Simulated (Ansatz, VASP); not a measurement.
## Two plane-wave programs on HfN

INCAR

```
PREC = Accurate ; ENCUT = 520
EDIFF = 1E-7 ; ISMEAR = 0
SIGMA = 0.1 ; LREAL = F
LASPH = T ; NELM = 80
ALGO = Normal ; ISIF = 2
LWAVE = F ; LCHARG = T
GGA = PS ; LELF = T
LVHAR = T ; NBANDS = 14
```

Contents of KPOINTS:

```
Automatic mesh
0
Gamma
  16 16 16
```

File POSCAR:

```
HfN
1.0
    0.0000000000      2.2508709312      2.2508709312
    2.2508709312      0.0000000000      2.2508709312
    2.2508709312      2.2508709312      0.0000000000
Hf N
1 1
Direct
    0.0000000000      0.0000000000      0.0000000000
    0.5000000000      0.5000000000      0.5000000000
```

Input for Ansatz:

```yaml
crystal:
  lattice:
    - [0.0, 2.2508709135, 2.2508709135]
    - [2.2508709135, 0.0, 2.2508709135]
    - [2.2508709135, 2.2508709135, 0.0]
  atoms:
    - { symbol: Hf, position: [0.0, 0.0, 0.0] }
    - { symbol: "N", position: [0.5, 0.5, 0.5] }
basis:
  ecutwfc: 420
kpoints:
  mp_grid: { grid: [16, 16, 16] }
  band_path:
    path:
      - [[0.0, 0.0, 0.0], [0.5, 0.0, 0.5], [0.625, 0.25, 0.625]]
      - [[0.375, 0.375, 0.75], [0.0, 0.0, 0.0], [0.5, 0.5, 0.5], [0.5, 0.25, 0.75], [0.5, 0.0, 0.5]]
    npoints: 14
hamiltonian:
  xc: pbesol
scf:
  occupations: { method: gaussian, width: 0.1 }
  n_extra_bands: 6
output:
  forces: true
  stress: true
  eigenvalues: true
  populations: true
  dos: { projected: true, de: 0.02, nscf_kmesh: { grid: [24, 24, 24] } }
  bader: true
```

Alike in both runs: task single point; functional PBEsol; k mesh 16 × 16 × 16; occupations gaussian, width 0.1 eV; no spin polarisation.

|  | VASP | Ansatz |
| --- | --- | --- |
| version | VASP 6.6.1 | Ansatz 0.2.0 |
| potentials or method | VASP PAW PBE potentials, release 64 (Hf_pv, N), cutoff 520 eV | scalar-relativistic, plane waves, PAW |
| valence electrons in the cell | 15 | 31 |

```tsv
	VASP	Ansatz	Ansatz less VASP
gap on the k mesh at the Fermi level (eV)	none	none	-
pressure (GPa)	-2.2	0.0	+2.18
```

VASP's potentials were made for PBE, not for PBEsol. A gap of «none» marks a metal or a gap that the smearing closes. VASP's potentials hold 15 valence electrons a cell and Ansatz's 31, so a difference there can come from the potentials and not from the codes.

Neither program's run includes spin-orbit coupling.
